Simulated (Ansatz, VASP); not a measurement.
# One calculation of V, two programs

```
V
1.0
     3.16588    0.00000    0.00000
    -1.58294    2.74173    0.00000
     0.00000    0.00000    4.89811
V
2
Direct
  0.33333 0.66667 0.25000
  0.66667 0.33333 0.75000
```

Alike in both runs: task relaxation of cell and atoms; functional r2SCAN; k mesh 6 × 6 × 4; occupations gaussian, width 0.1 eV; collinear spin.

|  | VASP | Ansatz |
| --- | --- | --- |
| version | VASP 6.6.1 | Ansatz 0.2.0 |
| potentials or method | VASP PAW PBE potentials, release 64 (V_sv), cutoff 600 eV | scalar-relativistic, plane waves, PAW |
| valence electrons in the cell | 26 | 26 |

|  | VASP | Ansatz | Ansatz less VASP |
| --- | --- | --- | --- |
| gap on the k mesh at the Fermi level, each at its own relaxed structure (eV) | none | none | - |
| net moment per atom (μB) | 0.86 | 0.16 | -0.702 |
| size of the moment on the site where the two differ most (μB) | 0.74 | 0.13 | -0.616 |
| relaxed volume (Å³/atom) | 13.98 | 13.63 | -0.353 |
| relaxed cell length with the largest relative difference (Å) | 2.632 | 2.597 | -0.0350 |

The net moments are unlike, so the other rows may belong to different states. VASP's potentials were made for PBE, not for r2SCAN. Site moments also hang on the region over which each program counts them. A gap of «none» marks a metal or a gap that the smearing closes. Ansatz's warnings: seeded moment not kept.

The k mesh is coarse, so the values compare programs but aren't converged. Noted on VASP's run: the volume moved by over 15 % at a fixed basis, so the end points are rough.
